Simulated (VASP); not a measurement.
Input of a VASP 6.6.1 run:

The input INCAR:

```
SYSTEM = Al
ALGO = Normal
EDIFF = 1E-7
ENCUT = 520
GGA = RP
ISIF = 2
ISMEAR = -1
LASPH = .True.
LCHARG = .False.
LREAL = .False.
LWAVE = .False.
NBANDS = 10
NELM = 80
PREC = Accurate
SIGMA = 0.1
```

KPOINTS

```
k-points
0
Gamma
  10 10 10
  0 0 0
```

Contents of POSCAR:

```
Al
1.0
    0.0000000000      3.0075350167      3.0075350167
    3.0075350167      0.0000000000      3.0075350167
    3.0075350167      3.0075350167      0.0000000000
Al
2
Direct
    0.1250000000      0.1250000000      0.1250000000
    0.8750000000      0.8750000000      0.8750000000
```

Potentials or basis: VASP PAW PBE potentials, release 64 (Al).

The run is started by

```bash
$ cat potpaw_PBE.64/Al/POTCAR > POTCAR
$ mpirun -np 1 vasp_std > vasp.out
```

Predict the pressure.

1.5 GPa.

What does it give for the band gap on the k mesh?

Zero (band 3 reaches 5.08 eV, above the bottom of band 4 at 1.63 eV).

Caveat: the PAW data sets were made with another functional, which shifts forces and pressure a little.
